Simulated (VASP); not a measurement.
Here is a VASP 6.6.1 calculation.

Contents of INCAR:

```
SYSTEM = GaGe3
ALGO = Normal
EDIFF = 1E-6
ENCUT = 520
GGA = PE
ISIF = 2
ISMEAR = 1
LASPH = .TRUE.
LCHARG = .TRUE.
LELF = .TRUE.
LREAL = .FALSE.
LVHAR = .TRUE.
LWAVE = .FALSE.
NBANDS = 36
NELM = 60
PREC = Accurate
SIGMA = 0.1
```

File KPOINTS:

```
k-points
0
G
  5 5 5
  0 0 0
```

The input POSCAR:

```
GaGe3
1.0
    0.0000000000      3.3465330882      3.3465330882
    3.3465330882      0.0000000000      3.3465330882
    3.3465330882      3.3465330882      0.0000000000
Ga Ge
1 3
Direct
    0.0000000000      0.0000000000      0.0000000000
    0.2500000000      0.2500000000      0.2500000000
    0.7500000000      0.7500000000      0.7500000000
    0.5000000000      0.5000000000      0.5000000000
```

Potentials or basis: VASP PAW PBE potentials, release 64 (Ga_d, Ge_d).

Command:

```console
$ cat potpaw_PBE.64/Ga_d/POTCAR potpaw_PBE.64/Ge_d/POTCAR > POTCAR
$ mpirun -np 1 vasp_std > vasp.out
```

(1) What does it give for the pressure?

Answers

(1) 0.0 GPa.
